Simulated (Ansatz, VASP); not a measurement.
**One calculation of Al, two programs**

Contents of INCAR:

```
SYSTEM = Al
ALGO = Normal
EDIFF = 1E-6
ENCUT = 520
GGA = PE
ISIF = 2
ISMEAR = 0
IVDW = 12
LASPH = .TRUE.
LCHARG = .FALSE.
LREAL = .FALSE.
LWAVE = .FALSE.
NBANDS = 14
NELM = 100
PREC = Accurate
SIGMA = 0.15
```

File KPOINTS:

```
k-points
0
G
  18 18 6
  0 0 0
```

POSCAR

```
Al
1.0
    2.7213083840      0.0000000000      0.0000000000
   -1.3606541920      2.3567221921      0.0000000000
    0.0000000000      0.0000000000      9.4889302043
Al
4
Direct
    0.0000000000      0.0000000000      0.0000000000
    0.3333333333      0.6666666667      0.2500000000
    0.0000000000      0.0000000000      0.5000000000
    0.6666666667      0.3333333333      0.7500000000
```

Input for Ansatz:

```yaml
crystal:
  lattice:
    - [2.721308384, 0.0, 0.0]
    - [-1.360654192, 2.3567221921, 0.0]
    - [0.0, 0.0, 9.4889302043]
  atoms:
    - { symbol: Al, position: [0.0, 0.0, 0.0] }
    - { symbol: Al, position: [0.3333333333, 0.6666666667, 0.25] }
    - { symbol: Al, position: [0.0, 0.0, 0.5] }
    - { symbol: Al, position: [0.6666666667, 0.3333333333, 0.75] }
basis:
  ecutwfc: 420
kpoints:
  mp_grid: { grid: [18, 18, 6] }
hamiltonian:
  xc: pbe
  pseudopotentials: { kind: paw, azcp: { folder: soft_1 } }
  dispersion: d3bj
scf:
  occupations: { method: gaussian, width: 0.15 }
output:
  forces: true
  stress: true
  eigenvalues: true
```

Alike in both runs: task single point; functional PBE; dispersion D3(BJ); k mesh 18 × 18 × 6; occupations gaussian, width 0.15 eV; no spin polarisation.

|  | VASP | Ansatz |
| --- | --- | --- |
| version | VASP 6.6.1 | Ansatz 0.2.0 |
| potentials or method | VASP PAW PBE potentials, release 64 (Al), cutoff 520 eV | scalar-relativistic, plane waves, PAW |
| valence electrons in the cell | 12 | 12 |

VASP gave:

* gap on the k mesh at the Fermi level (eV): none
* pressure (GPa): 4.4
* traceless stress, the component that is largest in VASP (GPa): -4.21

Which values does Ansatz return?

gap on the k mesh at the Fermi level (eV): none; pressure (GPa): 4.4; traceless stress, the component that is largest in VASP (GPa): -4.22.

A gap of «none» marks a metal or a gap that the smearing closes.
